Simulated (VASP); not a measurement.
Here is a VASP 6.6.1 calculation.

INCAR

```
PREC = Accurate
ENCUT = 700
EDIFF = 1E-6
ISMEAR = 0
SIGMA = 0.15
LREAL = False
LASPH = True
NELM = 120
ALGO = Normal
ISIF = 2
LWAVE = False
LCHARG = True
GGA = PS
LELF = True
LVHAR = True
NBANDS = 34
GGA_COMPAT = False
```

Contents of KPOINTS:

```
Automatic mesh
0
Gamma
  12 12 18
```

File POSCAR:

```
TaO2
1.0
    5.2265499726      0.0000000000      0.0000000000
    0.0000000000      5.2265499726      0.0000000000
    0.0000000000      0.0000000000      2.5580932845
Ta O
2 4
Direct
    0.0000000000      0.0000000000      0.5000000000
    0.5000000000      0.5000000000      0.0000000000
    0.7134360097      0.2865639903      0.5000000000
    0.2865639903      0.7134360097      0.5000000000
    0.2134360097      0.2134360097      0.0000000000
    0.7865639903      0.7865639903      0.0000000000
```

Potentials or basis: VASP PAW PBE potentials, release 64 (Ta_sv_GW, O).

The run is started by

```sh
$ cat potpaw_PBE.64/Ta_sv_GW/POTCAR potpaw_PBE.64/O/POTCAR > POTCAR
$ mpirun -np 1 vasp_std > vasp.out
```

(1) What does it give for the largest force?

(2) Estimate the pressure.

Answers

(1) 0.760 eV/Å.

(2) 4.5 GPa.

Caveat: the stress differs along the axes, from -17 to 47 GPa; the PAW data sets were made with another functional, which shifts forces and pressure a little.
